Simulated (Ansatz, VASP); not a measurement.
One calculation of BaTiO3, two programs

```
Ba Ti O
1.0
     3.94044    0.00000    0.00000
     0.00000    3.94044    0.00000
     0.00000    0.00000    3.94044
Ba Ti O
1 1 3
Direct
  0.50000 0.50000 0.50000
  0.00000 0.00000 0.00000
  0.50000 0.00000 0.00000
  0.00000 0.50000 0.00000
  0.00000 0.00000 0.50000
```

Alike in both runs: functional r2SCAN; k mesh 8 × 8 × 8; occupations fermi-dirac, width 0.02 eV; no spin polarisation.

Ansatz relaxed the structure, and its values are those at the end. VASP's run is a single point on that final structure, the one shown.

|  | VASP | Ansatz |
| --- | --- | --- |
| version | VASP 6.6.1 | Ansatz 0.2.0 |
| potentials or method | VASP PAW PBE potentials, release 64 (Ba_sv, Ti_sv, O), cutoff 520 eV | PAW plane waves |
| valence electrons in the cell | 40 | 40 |

|  | VASP | Ansatz | Ansatz less VASP |
| --- | --- | --- | --- |
| gap on the k mesh at the Fermi level (eV) | 2.24 | 2.28 | +0.036 |
| pressure (GPa) | 10.3 | 8.1 | -2.26 |

VASP's potentials were made for PBE, not for r2SCAN. Ansatz's warnings: stress scf threshold loose.

Neither program's run includes spin-orbit coupling.
